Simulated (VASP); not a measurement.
# GaN (I-4m2) in VASP: dielectric tensor with r2SCAN

Aim: the dielectric tensor of GaN with r2SCAN.

Everything below comes from runs of VASP 6.6.1. Logs are shortened: lines on timing, memory, paths and dates and some standing lists are left out, and cuts for length are marked.

### 1 The cell of the first run

The structure is tetragonal, space group I-4m2 (No. 119). Conventional cell: a = 3.308 Å, b = 3.308 Å, c = 4.293 Å, α = 90.00°, β = 90.00°, γ = 90.00°. Ga (site symmetry -4m2) has 4 N at 1.97 Å within 2.6 Å. Within 2.6 Å of N (site symmetry -4m2) lie 4 Ga at 1.97 Å.

### 2 Dielectric tensor, r2SCAN (epitaxial xy strain +4.0%)

Contents of INCAR:

```
PREC = Accurate
ENCUT = 520
EDIFF = 1E-8
ISMEAR = 0
SIGMA = 0.01
LREAL = F
LASPH = T
NELM = 80
ALGO = Normal
ISIF = 2
LWAVE = F
LCHARG = F
METAGGA = R2SCAN
LMIXTAU = T
LCALCEPS = T
```

Contents of KPOINTS:

```
regular mesh
0
Gamma
  8 8 8
```

Contents of POSCAR:

```
GaN
1.0
    0.0000000000      2.3389106427      2.1467438436
    2.3389106427      0.0000000000      2.1467438436
    2.3389106427      2.3389106427      0.0000000000
Ga N
1 1
Direct
    0.0000000000      0.0000000000      0.0000000000
    0.2500000000      0.2500000000      0.2500000000
```

Potentials or basis: VASP PAW PBE potentials, release 64 (Ga_d, N).

Run with:

```console
$ cat potpaw_PBE.64/Ga_d/POTCAR potpaw_PBE.64/N/POTCAR > POTCAR
$ mpirun -np 1 vasp_std > vasp.out
```

OUTCAR:

```text
PREC = Accurate
   ENCUT = 520
   EDIFF = 1E-8
   ISMEAR = 0
   LREAL = F
   LASPH = T
   NELM = 80
   ISIF = 2
   METAGGA = R2SCAN

 ion  position               nearest neighbor table
   1  0.000  0.000  0.000-   2 1.97   2 1.97   2 1.97   2 1.97
   2  0.250  0.250  0.250-   1 1.97   1 1.97   1 1.97   1 1.97

  LATTYP: Found a body centered tetragonal cell.
 ALAT       =     3.3077191521
 C/A-ratio  =     1.2980206268

  Lattice vectors:

 A1 = (   0.0000000000,  -2.3389106427,  -2.1467438436)
 A2 = (   0.0000000000,   2.3389106427,  -2.1467438436)
 A3 = (   2.3389106427,   0.0000000000,   2.1467438436)

Analysis of symmetry for initial positions (statically):
=====================================================================
 Subroutine PRICEL returns:
 Original cell was already a primitive cell.

 Routine SETGRP: Setting up the symmetry group for a
 body centered tetragonal supercell.

 Subroutine GETGRP returns: Found  8 space group operations
 (whereof  8 operations were pure point group operations)
 out of a pool of 16 trial point group operations.

The static configuration has the point symmetry D_2d.

Analysis of symmetry for dynamics (positions and initial velocities):
=====================================================================
 Subroutine PRICEL returns:
 Original cell was already a primitive cell.

 Routine SETGRP: Setting up the symmetry group for a
 body centered tetragonal supercell.

 Subroutine GETGRP returns: Found  8 space group operations
 (whereof  8 operations were pure point group operations)
 out of a pool of 16 trial point group operations.

The dynamic configuration has the point symmetry D_2d.

 Subroutine INISYM returns: Found  8 space group operations
 (whereof  8 operations are pure point group operations),
 and found     1 'primitive' translations

----------------------------------------------------------------------------------------

                                     Primitive cell

  volume of cell :      23.4875

  direct lattice vectors                    reciprocal lattice vectors
     0.000000000  2.338910643  2.146743844    -0.213774734  0.213774734  0.232910881
     2.338910643  0.000000000  2.146743844     0.213774734 -0.213774734  0.232910881
     2.338910643  2.338910643  0.000000000     0.213774734  0.213774734 -0.232910881

  length of vectors
     3.174745994  3.174745994  3.307719152     0.381636938  0.381636938  0.381636938

  position of ions in fractional coordinates (direct lattice)
     0.000000000  0.000000000  0.000000000
     0.250000000  0.250000000  0.250000000

  ion indices of the primitive-cell ions
   primitive index   ion index
                 1           1
                 2           2

----------------------------------------------------------------------------------------

 KPOINTS: regular mesh

Automatic generation of k-mesh.
 Grid dimensions read from file:
 generate k-points for:    8    8    8

 Generating k-lattice:

  Cartesian coordinates                     Fractional coordinates (reciprocal lattice)
    -0.026721842  0.026721842  0.029113860     0.125000000 -0.000000000  0.000000000
     0.026721842 -0.026721842  0.029113860    -0.000000000  0.125000000  0.000000000
     0.026721842  0.026721842 -0.029113860     0.000000000  0.000000000  0.125000000

  Length of vectors
     0.047704617  0.047704617  0.047704617

  Shift w.r.t. Gamma in fractional coordinates (k-lattice)
     0.000000000  0.000000000  0.000000000

 Subroutine IBZKPT returns following result:
 ===========================================

 Found     59 irreducible k-points:

 Following reciprocal coordinates:
            Coordinates               Weight
[... 33 lines left out ...]
 SYSTEM =  unknown system
   PREC   = accura    normal or accurate (medium, high low for compatibility)
   ISTART =      0    job   : 0-new  1-cont  2-samecut
   ICHARG =      2    charge: 1-file 2-atom 10-const
   ISPIN  =      1    spin polarized calculation?
   LNONCOLLINEAR =      F non collinear calculations
   LSORBIT =      F    spin-orbit coupling
   LASPH  =      T    aspherical Exc in radial PAW
   ENCUT  =  520.0 eV  38.22 Ry    6.18 a.u.   5.90  5.90  6.15*2*pi/ulx,y,z
   NELM   =     80;   NELMIN=  2; NELMDL= -5     # of ELM steps
   EDIFF  = 0.1E-07   stopping-criterion for ELM
   LREAL  =      F    real-space projection
   EDIFFG = 0.1E-06   stopping-criterion for IOM
   NSW    =      0    number of steps for IOM
   IBRION =     -1    ionic relax: 0-MD 1-quasi-New 2-CG
   NFREE  =      0    steps in history (QN), initial steepest desc. (CG)
   ISIF   =      2    stress and relaxation
   ISYM   =      2    0-nonsym 1-usesym 2-fastsym
   POTIM  = 0.5000    time-step for ionic-motion
   TEBEG  =    0.0;   TEEND  =   0.0 temperature during run
   PSTRESS=    0.0 pullay stress
   NELECT =      18.0000    total number of electrons
   NUPDOWN=      -1.0000    fix difference up-down
   EMIN   =  10.00;   EMAX   =-10.00  energy-range for DOS
   EFERMI =   0.00;   METHOD = LEGACY
   ISMEAR =     0;   SIGMA  =   0.01  broadening in eV -4-tet -1-fermi 0-gaus
   EFERMI_NEDOS =   21; number of points for ismear=-14 and -15
   IALGO  =     38    algorithm
   IMIX   =      4    mixing-type and parameters
     AMIX     =   0.40;   BMIX     =  1.00
     AMIX_MAG =   1.60;   BMIX_MAG =  1.00
  volume/ion in A,a.u.               =      11.74        79.25
  Fermi-wavevector in a.u.,A,eV,Ry     =   1.498143  2.831079 30.537344  2.244431
  Thomas-Fermi vector in A             =   2.609940
   LORBIT       =      0    0 simple, 1 ext, 2 COOP (PROOUT), +10 PAW based schemes
   METAGGA = R2SCAN    functional components
   LHFCALC =     F    Hartree Fock is set to
   AEXX    =    0.0000 exact exchange contribution
   IVDW    =     0    specifies the selected vdW correction
   LEPSILON=     F    determine dielectric tensor
   LRPA    =     F    only Hartree local field effects (RPA)
   LRPA       =     F
 non-spin polarized calculation
 Gauss-broadening in eV      SIGMA  =   0.01
  energy-cutoff  :      520.00
  volume of cell :       23.49
 maximum number of plane-waves:       641
   NGX = 11   NGY = 11   NGZ = 13

 number of electron      17.9999997 magnetization

 Free energy of the ion-electron system (eV)
  ---------------------------------------------------
  ext. energy  EPLUGINS =         0.00000000
  ---------------------------------------------------
  free energy    TOTEN  =       -21.84609888 eV

  energy without entropy =      -21.84609888  energy(sigma->0) =      -21.84609888

 E-fermi :   5.0063     XC(G=0): -12.4891

 val. band max:        4.9663670281   @ k =   0.0000   0.0000   0.0000
 cond. band min:   10000.0000000000   @ k =   0.0000   0.0000   0.0000
 fundamental gap:   9995.0336329719
 Fermi energy:         5.0063411462

 k-point     1 :       0.0000    0.0000    0.0000
  band No.  band energies     occupation
      1     -11.7548      2.00000
      2      -9.1108      2.00000
      3      -9.1099      2.00000
      4      -9.0321      2.00000
      5      -8.7696      2.00000
      6      -8.7684      2.00000
      7       4.6283      2.00000
      8       4.6287      2.00000
      9       4.9664      2.00000
     10   10000.0000      0.00000
     11   10000.0000      0.00000
     12   10000.0000      0.00000
     13   10000.0000      0.00000
[... 354 lines left out ...]
  band No.  band energies     occupation
      1     -10.9580      2.00000
      2      -9.0162      2.00000
      3      -8.9524      2.00000
      4      -8.7923      2.00000
      5      -8.7412      2.00000
      6      -8.2421      2.00000
      7      -0.4975      2.00000
      8       3.2123      2.00000
      9       3.7452      2.00000
     10   10000.0000      0.00000
     11   10000.0000      0.00000
     12   10000.0000      0.00000
     13   10000.0000      0.00000

 [... further k-points ...]

------------------------ aborting loop because EDIFF is reached ----------------------------------------

            Ionic dipole moment: p[ion]=(     5.84728     5.84728     5.36686 ) |e| Angst

 Total electronic dipole moment: p[elc]=(     0.00038     0.00038     0.00620 ) |e| Angst

 MACROSCOPIC STATIC DIELECTRIC TENSOR (including local field effects)
 ------------------------------------------------------
           5.676443     0.000000    -0.000000
          -0.000000     5.676443    -0.000000
           0.000000     0.000000     5.537068
 ------------------------------------------------------

 PIEZOELECTRIC TENSOR (including local field effects) (e Angst)
          XX          YY          ZZ          XY          YZ          ZX
  --------------------------------------------------------------------------------
  x     0.00000     0.00000     0.00000    -0.00000    -1.42423     0.00000
  y     0.00000     0.00000     0.00000    -0.00000     0.00000    -1.42417
  z     0.00000     0.00000     0.00000    -1.55667     0.00000     0.00000

 PIEZOELECTRIC TENSOR (including local field effects) (C/m^2)
          XX          YY          ZZ          XY          YZ          ZX
  --------------------------------------------------------------------------------
  x     0.00000     0.00000     0.00000    -0.00000    -0.97152     0.00000
  y     0.00000     0.00000     0.00000    -0.00000     0.00000    -0.97148
  z     0.00000     0.00000     0.00000    -1.06186     0.00000     0.00000

 BORN EFFECTIVE CHARGES (including local field effects) (in |e|, cummulative output)
 ---------------------------------------------------------------------------------
 ion    1
    1     2.75044     0.00000     0.00000
    2     0.00000     2.75044     0.00000
    3     0.00000     0.00000     2.58777
 ion    2
    1    -2.75044     0.00000     0.00000
    2     0.00000    -2.75044     0.00000
    3     0.00000     0.00000    -2.58777

  FORCE on cell =-STRESS in cart. coord.  units (eV):
  Direction    XX          YY          ZZ          XY          YZ          ZX
  --------------------------------------------------------------------------------------
  -------------------------------------------------------------------------------------
  Total       -1.2485871     -1.2485871      0.1234960      0.0000000      0.0000000      0.0000000
  in kB      -85.1710369    -85.1710369      8.4241483      0.0000000      0.0000000      0.0000000
  external PRESSURE =     -53.9726418 kB  Pullay stress =       0.0000000 kB

 VOLUME and BASIS-vectors are now :
 -----------------------------------------------------------------------------
  energy-cutoff  :      520.00
  volume of cell :       23.49
      direct lattice vectors                 reciprocal lattice vectors
     0.000000000  2.338910643  2.146743844    -0.213774734  0.213774734  0.232910881
     2.338910643  0.000000000  2.146743844     0.213774734 -0.213774734  0.232910881
     2.338910643  2.338910643  0.000000000     0.213774734  0.213774734 -0.232910881

 POSITION                                       TOTAL-FORCE (eV/Angst)
 -----------------------------------------------------------------------------------
      0.00000      0.00000      0.00000         0.000000      0.000000      0.000000
      1.16946      1.16946      1.07337        -0.000000     -0.000000     -0.000000
 -----------------------------------------------------------------------------------
    total drift:                               -0.000094     -0.000094      0.000103

  FREE ENERGIE OF THE ION-ELECTRON SYSTEM (eV)
  ---------------------------------------------------
  free  energy   TOTEN  =       -21.8460988802 eV

  energy  without entropy=      -21.8460988802  energy(sigma->0) =      -21.84609888
```

It took 22 min on 1 thread of Intel Xeon 6975P-C (Granite Rapids), shared host; peak memory 0.43 GiB.

Results:

```
Band gap on the k mesh                  : 1.70 eV
Electronic dielectric tensor (diagonal) : 5.68, 5.68, 5.54
Born charges (mean of the diagonal)     : Ga +2.70; N -2.70 e
```

Electronic dielectric tensor:
```
5.68 0.00 0.00
0.00 5.68 0.00
0.00 0.00 5.54
```

Born effective charge tensors (e):
atom 1, Ga
```
2.75 0.00 0.00
0.00 2.75 0.00
0.00 0.00 2.59
```
atom 2, N
```
-2.75  0.00  0.00
 0.00 -2.75  0.00
 0.00  0.00 -2.59
```

Dipole moments of the cell (e·Å, modulo the quantum): ionic 5.847, 5.847, 5.367; electronic 0.000, 0.000, 0.006

Caveat: the cell differs from its parent crystal (epitaxial xy strain +4.0%); the PAW data sets were made with another functional, which shifts forces and pressure a little.
